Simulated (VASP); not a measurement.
# Cr (Im-3m) in VASP: a series of runs

Cr is run at these levels: r2SCAN; tasks: single point.

Everything below comes from runs of VASP 6.6.1. Logs are shortened: lines on timing, memory, paths and dates and some standing lists are left out, and cuts for length are marked.

## (1) The cell of the first run

It takes space group Im-3m (No. 229, cubic). The conventional cell has a = 2.964 Å, b = 2.964 Å, c = 2.964 Å, α = 90.00°, β = 90.00°, γ = 90.00°. Cr (site symmetry m-3m) has 14 Cr at 2.57 to 2.96 Å within 3.4 Å.

## (2) Single point, r2SCAN, collinear spin, antiferromagnetic start

Input file POSCAR:

```
Cr
1.0
    2.9636329722      0.0000000000      0.0000000000
    0.0000000000      2.9636329722      0.0000000000
    0.0000000000      0.0000000000      2.9636329722
Cr
2
Direct
    0.0000000000      0.0000000000      0.0000000000
    0.5000000000      0.5000000000      0.5000000000
```

Input file INCAR.step1:

```
PREC = Accurate
ENCUT = 520
ISMEAR = -1
SIGMA = 0.05
LREAL = F
LASPH = T
NELM = 150
ISPIN = 2
MAGMOM = 1.5 -1.5
LMAXMIX = 4
NBANDS = 23
GGA = PE
ALGO = Normal
EDIFF = 1E-4
LWAVE = T
LCHARG = F
```

Input file INCAR.step2:

```
PREC = Accurate
ENCUT = 520
EDIFF = 1E-7
ISMEAR = -1
SIGMA = 0.05
LREAL = F
LASPH = T
NELM = 150
ALGO = Normal
ISIF = 2
LWAVE = F
LCHARG = F
ISPIN = 2
MAGMOM = 1.5 -1.5
LORBIT = 11
LMAXMIX = 4
METAGGA = R2SCAN
LMIXTAU = T
NBANDS = 23
ISTART = 1
```

Input file KPOINTS:

```
regular mesh
0
Gamma
  11 11 11
```

Potentials or basis: VASP PAW PBE potentials, release 64 (Cr_pv).

The run is started by

```console
cat potpaw_PBE.64/Cr_pv/POTCAR > POTCAR
cp INCAR.step1 INCAR
mpirun -np 1 vasp_std > vasp.out
cp INCAR.step2 INCAR
mpirun -np 1 vasp_std > vasp.out
```

OUTCAR:

```text
PREC = Accurate
   ENCUT = 520
   EDIFF = 1E-7
   ISMEAR = -1
   LREAL = F
   LASPH = T
   NELM = 150
   ISIF = 2
   ISPIN = 2
   LORBIT = 11
   METAGGA = R2SCAN
   ISTART = 1

 ion  position               nearest neighbor table
   1  0.000  0.000  0.000-   2 2.57   2 2.57   2 2.57   2 2.57   2 2.57   2 2.57   2 2.57   2 2.57

   2  0.500  0.500  0.500-   1 2.57   1 2.57   1 2.57   1 2.57   1 2.57   1 2.57   1 2.57   1 2.57

  LATTYP: Found a simple cubic cell.
 ALAT       =     2.9636329722

  Lattice vectors:

 A1 = (   2.9636329722,   0.0000000000,   0.0000000000)
 A2 = (   0.0000000000,   2.9636329722,   0.0000000000)
 A3 = (   0.0000000000,   0.0000000000,   2.9636329722)

Analysis of symmetry for initial positions (statically):
=====================================================================
 Subroutine PRICEL returns following result:

  LATTYP: Found a body centered cubic cell.
 ALAT       =     2.9636329722
[... 12 lines left out ...]
 Subroutine GETGRP returns: Found 48 space group operations
 (whereof 48 operations were pure point group operations)
 out of a pool of 48 trial point group operations.

The static configuration has the point symmetry O_h .

Analysis of symmetry for dynamics (positions and initial velocities):
=====================================================================
 Subroutine PRICEL returns following result:

  LATTYP: Found a body centered cubic cell.
 ALAT       =     2.9636329722
[... 12 lines left out ...]
 Subroutine GETGRP returns: Found 48 space group operations
 (whereof 48 operations were pure point group operations)
 out of a pool of 48 trial point group operations.

The dynamic configuration has the point symmetry O_h .

Analysis of structural, dynamic, and magnetic symmetry:
=====================================================================
 Subroutine PRICEL returns following result:

  LATTYP: Found a body centered cubic cell.
 ALAT       =     2.9636329722
[... 12 lines left out ...]
 Subroutine GETGRP returns: Found 48 space group operations
 (whereof 48 operations were pure point group operations)
 out of a pool of 48 trial point group operations.

The overall configuration has the point symmetry O_h .

 Subroutine INISYM returns: Found 48 space group operations
 (whereof 48 operations are pure point group operations),
 and found     2 'primitive' translations

----------------------------------------------------------------------------------------

                                     Primitive cell

[... 110 lines left out ...]
  Fermi-wavevector in a.u.,A,eV,Ry     =   1.593385  3.011062 34.543518  2.538877
  Thomas-Fermi vector in A             =   2.691623
   LORBIT       =     11    0 simple, 1 ext, 2 COOP (PROOUT), +10 PAW based schemes
   METAGGA = R2SCAN    functional components
   LHFCALC =     F    Hartree Fock is set to
   AEXX    =    0.0000 exact exchange contribution
   IVDW    =     0    specifies the selected vdW correction
   LEPSILON=     F    determine dielectric tensor
   LRPA    =     F    only Hartree local field effects (RPA)
 spin polarized calculation
  energy-cutoff  :      520.00
  volume of cell :       26.03
 maximum number of plane-waves:       739
 NGX is ok and might be reduce to    24

 number of electron      24.0000019 magnetization       0.0000000

 number of electron      24.0000019 magnetization      -0.0000000

 Free energy of the ion-electron system (eV)
  ---------------------------------------------------
  ext. energy  EPLUGINS =         0.00000000
  ---------------------------------------------------
  free energy    TOTEN  =       -30.14848434 eV

  energy without entropy =      -30.14721644  energy(sigma->0) =      -30.14785039

 E-fermi :   9.7387     XC(G=0): -14.0650

 val. band max:        9.7098240498   @ k =   0.4545   0.4545   0.0000
 cond. band min:       9.9217980022   @ k =   0.4545   0.0909   0.0000
 fundamental gap:      0.2119739524
 Fermi energy:         9.7387137208

 spin component 1

 k-point     1 :       0.0000    0.0000    0.0000
  band No.  band energies     occupation
      1     -36.4073      1.00000
      2     -36.4073      1.00000
      3     -36.4073      1.00000
      4     -32.9532      1.00000
      5     -32.9532      1.00000
      6     -32.9532      1.00000
[... 613 lines left out ...]
     22      21.6097      0.00000
     23      27.0618      0.00000

 [... further k-points ...]

 spin component 2

 k-point     1 :       0.0000    0.0000    0.0000
  band No.  band energies     occupation
      1     -36.4073      1.00000
      2     -36.4073      1.00000
      3     -36.4073      1.00000
      4     -32.9532      1.00000
      5     -32.9532      1.00000
      6     -32.9532      1.00000
[... 613 lines left out ...]
     22      21.6097      0.00000
     23      27.0618      0.00000

 [... further k-points ...]

------------------------ aborting loop because EDIFF is reached ----------------------------------------

  FORCE on cell =-STRESS in cart. coord.  units (eV):
  Direction    XX          YY          ZZ          XY          YZ          ZX
  --------------------------------------------------------------------------------------
  -------------------------------------------------------------------------------------
  Total        0.0788857      0.0788857      0.0788857      0.0000000      0.0000000      0.0000000
  in kB        4.8555162      4.8555162      4.8555162      0.0000000      0.0000000      0.0000000
  external PRESSURE =       4.8555162 kB  Pullay stress =       0.0000000 kB

 VOLUME and BASIS-vectors are now :
 -----------------------------------------------------------------------------
  energy-cutoff  :      520.00
  volume of cell :       26.03
      direct lattice vectors                 reciprocal lattice vectors
     2.963632972  0.000000000  0.000000000     0.337423699  0.000000000  0.000000000
     0.000000000  2.963632972  0.000000000     0.000000000  0.337423699  0.000000000
     0.000000000  0.000000000  2.963632972     0.000000000  0.000000000  0.337423699

 POSITION                                       TOTAL-FORCE (eV/Angst)
 -----------------------------------------------------------------------------------
      0.00000      0.00000      0.00000        -0.000000     -0.000000     -0.000000
      1.48182      1.48182      1.48182         0.000000      0.000000      0.000000
 -----------------------------------------------------------------------------------
    total drift:                                0.000000      0.000000     -0.000000

  FREE ENERGIE OF THE ION-ELECTRON SYSTEM (eV)
  ---------------------------------------------------
  free  energy   TOTEN  =       -30.1484843366 eV

  energy  without entropy=      -30.1472164445  energy(sigma->0) =      -30.14785039

 total charge

# of ion       s       p       d       tot
------------------------------------------
    1        0.656   6.352   4.067  11.076
    2        0.656   6.352   4.067  11.076
--------------------------------------------------
tot          1.312  12.705   8.135  22.152

 magnetization (x)

# of ion       s       p       d       tot
------------------------------------------
    1        0.098   0.043   2.572   2.713
    2       -0.098  -0.043  -2.572  -2.713
--------------------------------------------------
tot          0.000   0.000  -0.000  -0.000
```

It took 2.3 min on 1 thread of Intel Xeon Platinum 8488C (Sapphire Rapids), shared host; peak memory 0.18 GiB.

What came out:

```yaml
Free_energy: -30.1485 eV
Pressure: 0.5 GPa
Band_gap_on_the_k_mesh: zero (filled and empty bands overlap)
Net_moment: 0.00 μB per cell
Site_moments: Cr +2.71, -2.71 μB
Valence_electrons_inside_the_program's_atomic_spheres: Cr 11.08
```

Caveat: the antiferromagnetic order is the one typed at the start, and another may lie lower; the PAW data sets were made with another functional, which shifts forces and pressure a little.

## (3) Single point, r2SCAN, collinear spin, ferromagnetic start

This run uses another cell than the first one: it holds 1 atom, not 2.

Input file POSCAR:

```
Cr
1.0
   -1.4148813462      1.4148813462      1.4148813462
    1.4148813462     -1.4148813462      1.4148813462
    1.4148813462      1.4148813462     -1.4148813462
Cr
1
Direct
    0.0000000000      0.0000000000      0.0000000000
```

Input file INCAR.step1:

```
SYSTEM = Cr
PREC = Accurate ; ENCUT = 520
ISMEAR = -1 ; SIGMA = 0.05
LREAL = .False. ; LASPH = .True.
NELM = 150 ; ISPIN = 2
MAGMOM = 1.5 ; LMAXMIX = 4
NBANDS = 16 ; GGA = PE
ALGO = Normal ; EDIFF = 1E-4
LWAVE = .True. ; LCHARG = .False.
```

Input file INCAR.step2:

```
SYSTEM = Cr
PREC = Accurate ; ENCUT = 520
EDIFF = 1E-7 ; ISMEAR = -1
SIGMA = 0.05 ; LREAL = .False.
LASPH = .True. ; NELM = 150
ALGO = Normal ; ISIF = 2
LWAVE = .False. ; LCHARG = .True.
ISPIN = 2 ; MAGMOM = 1.5
LORBIT = 11 ; LMAXMIX = 4
METAGGA = R2SCAN ; LMIXTAU = .True.
LELF = .True. ; LVHAR = .True.
NBANDS = 16 ; ISTART = 1
```

Input file KPOINTS:

```
Automatic mesh
0
Gamma
  25 25 25
  0 0 0
```

Potentials or basis: VASP PAW PBE potentials, release 64 (Cr_pv).

The run is started by

```console
cat potpaw_PBE.64/Cr_pv/POTCAR > POTCAR
cp INCAR.step1 INCAR
mpirun -np 1 vasp_std > vasp.out
cp INCAR.step2 INCAR
mpirun -np 1 vasp_std > vasp.out
```

Run time: 8.4 min. Hardware: 1 thread of Intel Xeon Platinum 8488C (Sapphire Rapids), shared host; peak memory 0.23 GiB.

The run converged. Its results:

| Property | Result |
| --- | --- |
| Free energy | -14.8077 eV |
| Pressure | 0.5 GPa |
| Band gap on the k mesh | zero (filled and empty bands overlap) |
| Net moment | 0.00 μB per cell |
| Valence electrons inside the program's atomic spheres | Cr 11.32 |

Levels at points of the mesh, in eV from the Fermi level:
Spin up:
```tsv
k point	band 3	band 4	band 5	band 6	band 7	band 8	band 9	band 10
(0.00, 0.00, 0.00)	-44.32	-8.50	-1.00	-1.00	-1.00	1.42	1.42	3.20
```
Spin down:
| k point | band 2 | band 3 | band 4 | band 5 | band 6 | band 7 | band 8 | band 9 | band 10 | band 11 |
| --- | --- | --- | --- | --- | --- | --- | --- | --- | --- | --- |
| (0.00, 0.00, 0.00) | -44.32 | -44.32 | -8.50 | -1.00 | -1.00 | -1.00 | 1.42 | 1.42 | 3.20 | 23.24 |

Caveat: the moments typed at the start vanished in this run; the PAW data sets were made with another functional, which shifts forces and pressure a little.

## (4) Single point, r2SCAN, non-collinear spin, typed start, spin-orbit coupling

This run uses another cell than the first one: it holds 1 atom, not 2.

POSCAR is that of step 3.

Input file INCAR.step1:

```
SYSTEM = Cr
ALGO = Normal
EDIFF = 1E-4
ENCUT = 520
GGA = PE
GGA_COMPAT = .FALSE.
ISMEAR = -1
LASPH = .TRUE.
LCHARG = .FALSE.
LMAXMIX = 4
LREAL = .FALSE.
LSORBIT = .TRUE.
LWAVE = .TRUE.
MAGMOM = 0 0 1.5
NBANDS = 23
NELM = 150
PREC = Accurate
SIGMA = 0.05
```

Input file INCAR.step2:

```
SYSTEM = Cr
ALGO = Normal
EDIFF = 1E-6
ENCUT = 520
GGA_COMPAT = .FALSE.
ISIF = 2
ISMEAR = -1
ISTART = 1
LASPH = .TRUE.
LCHARG = .FALSE.
LMAXMIX = 4
LMIXTAU = .TRUE.
LORBIT = 11
LORBMOM = .TRUE.
LREAL = .FALSE.
LSORBIT = .TRUE.
LWAVE = .FALSE.
MAGMOM = 0 0 1.5
METAGGA = R2SCAN
NBANDS = 23
NELM = 150
PREC = Accurate
SIGMA = 0.05
```

Input file KPOINTS:

```
k-points
0
G
  15 15 15
  0 0 0
```

Potentials or basis: VASP PAW PBE potentials, release 64 (Cr_pv).

The run is started by

```console
cat potpaw_PBE.64/Cr_pv/POTCAR > POTCAR
cp INCAR.step1 INCAR
mpirun -np 1 vasp_ncl > vasp.out
cp INCAR.step2 INCAR
mpirun -np 1 vasp_ncl > vasp.out
```

OUTCAR:

```text
SYSTEM = Cr
   EDIFF = 1E-6
   ENCUT = 520
   ISIF = 2
   ISMEAR = -1
   ISTART = 1
   LASPH = .TRUE.
   LORBIT = 11
   LREAL = .FALSE.
   LSORBIT = .TRUE.
   METAGGA = R2SCAN
   NELM = 150
   PREC = Accurate

 ion  position               nearest neighbor table
   1  0.000  0.000  0.000-

  LATTYP: Found a body centered cubic cell.
 ALAT       =     2.8297626924

  Lattice vectors:

 A1 = (  -1.4148813462,   1.4148813462,   1.4148813462)
 A2 = (   1.4148813462,  -1.4148813462,   1.4148813462)
 A3 = (   1.4148813462,   1.4148813462,  -1.4148813462)

Analysis of symmetry for initial positions (statically):
=====================================================================
 Subroutine PRICEL returns:
 Original cell was already a primitive cell.

 Routine SETGRP: Setting up the symmetry group for a
 body centered cubic supercell.

 Subroutine GETGRP returns: Found 48 space group operations
 (whereof 48 operations were pure point group operations)
 out of a pool of 48 trial point group operations.

The static configuration has the point symmetry O_h .

Analysis of symmetry for dynamics (positions and initial velocities):
=====================================================================
[... 830 lines left out ...]
  free  energy   TOTEN  =       -14.8146082876 eV

  energy  without entropy=      -14.8069919310  energy(sigma->0) =      -14.81080011

 orbital moment (x)

 # of ion     p       d       tot
 ----------------------------------------
  1         0.000  -0.000  -0.000
 ----------------------------------------
            0.000  -0.000  -0.000

 orbital moment (y)

 # of ion     p       d       tot
 ----------------------------------------
  1         0.000  -0.000  -0.000
 ----------------------------------------
            0.000  -0.000  -0.000

 orbital moment (z)

 # of ion     p       d       tot
 ----------------------------------------
  1         0.000  -0.000  -0.000
 ----------------------------------------
            0.000  -0.000  -0.000

 Spin-Orbit-Coupling matrix elements

 Ion:    1  E_soc:     -0.0221336
 l=   1
     0.0000000    -0.0029379    -0.0029379
    -0.0029379     0.0000000    -0.0029379
    -0.0029379    -0.0029379     0.0000000
 l=   2
     0.0000000    -0.0002044     0.0000000    -0.0002044    -0.0005466
    -0.0002044     0.0000000    -0.0004100    -0.0002044    -0.0001367
     0.0000000    -0.0004100     0.0000000    -0.0004100     0.0000000
    -0.0002044    -0.0002044    -0.0004100     0.0000000    -0.0001367
    -0.0005466    -0.0001367     0.0000000    -0.0001367     0.0000000
 l=   3
     0.0000000     0.0000000     0.0000000     0.0000000     0.0000000     0.0000000     0.0000000
     0.0000000     0.0000000     0.0000000     0.0000000     0.0000000     0.0000000     0.0000000
     0.0000000     0.0000000     0.0000000     0.0000000     0.0000000     0.0000000     0.0000000
     0.0000000     0.0000000     0.0000000     0.0000000     0.0000000     0.0000000     0.0000000
     0.0000000     0.0000000     0.0000000     0.0000000     0.0000000     0.0000000     0.0000000
     0.0000000     0.0000000     0.0000000     0.0000000     0.0000000     0.0000000     0.0000000
     0.0000000     0.0000000     0.0000000     0.0000000     0.0000000     0.0000000     0.0000000

 total charge

# of ion       s       p       d       tot
------------------------------------------
    1        0.694   6.438   4.191  11.322

 magnetization (x)

# of ion       s       p       d       tot
------------------------------------------
    1        0.000   0.000   0.000   0.000

 magnetization (y)

# of ion       s       p       d       tot
------------------------------------------
    1        0.000   0.000   0.000   0.000

 magnetization (z)

# of ion       s       p       d       tot
------------------------------------------
    1       -0.000  -0.000   0.000   0.000
```

OUTCAR.step1:

```text
SYSTEM = Cr
   EDIFF = 1E-4
   ENCUT = 520
   GGA = PE
   ISMEAR = -1
[... 885 lines left out ...]
     0.0000000     0.0000000     0.0000000     0.0000000     0.0000000     0.0000000     0.0000000
     0.0000000     0.0000000     0.0000000     0.0000000     0.0000000     0.0000000     0.0000000
     0.0000000     0.0000000     0.0000000     0.0000000     0.0000000     0.0000000     0.0000000
     0.0000000     0.0000000     0.0000000     0.0000000     0.0000000     0.0000000     0.0000000
     0.0000000     0.0000000     0.0000000     0.0000000     0.0000000     0.0000000     0.0000000
     0.0000000     0.0000000     0.0000000     0.0000000     0.0000000     0.0000000     0.0000000

=======================================================================

 ========================================================
```

OSZICAR.step1:

```text
N       E                     dE             d eps       ncg     rms          rms(c)
DAV:   1     0.120650101899E+03    0.12065E+03   -0.65896E+03 21024   0.129E+03
DAV:   2    -0.682024707105E+01   -0.12747E+03   -0.12273E+03 21466   0.380E+02
DAV:   3    -0.107444707151E+02   -0.39242E+01   -0.38938E+01 25645   0.794E+01
DAV:   4    -0.107785378847E+02   -0.34067E-01   -0.34028E-01 24087   0.734E+00
DAV:   5    -0.107789650000E+02   -0.42712E-03   -0.42699E-03 22930   0.783E-01    0.152E+01
DAV:   6    -0.951719384273E+01    0.12618E+01   -0.53047E+00 22439   0.378E+01    0.291E+00
DAV:   7    -0.952989180173E+01   -0.12698E-01   -0.14218E-01 22089   0.531E+00    0.153E+00
DAV:   8    -0.952508007077E+01    0.48117E-02   -0.60924E-03 23720   0.136E+00    0.888E-01
DAV:   9    -0.952230840861E+01    0.27717E-02   -0.15242E-03 22950   0.662E-01    0.167E-01
DAV:  10    -0.952242753824E+01   -0.11913E-03   -0.27674E-04 21865   0.186E-01    0.490E-02
DAV:  11    -0.952243562657E+01   -0.80883E-05   -0.15011E-05 11181   0.863E-02
   1 F= -.95224356E+01 E0= -.95184115E+01  d E =-.804817E-02  mag=    -0.0000    -0.0000    -0.0011
```

It took 17 min on 1 thread of Intel Xeon Platinum 8488C (Sapphire Rapids), shared host; peak memory 0.29 GiB.

What came out:

- Free energy: -14.8146 eV
- Pressure: 0.7 GPa
- Net moment: 0.00 μB per cell
- Valence electrons inside the program's atomic spheres: Cr 11.32

Moments on the atoms (μB; x, y, z):
```
Cr  0.00 0.00 0.00
```

Caveat: the PAW data sets were made with another functional, which shifts forces and pressure a little.

[end of part 1 of 2]

The gap in the log of VASP goes by the Fermi energy; the results here count the filled bands.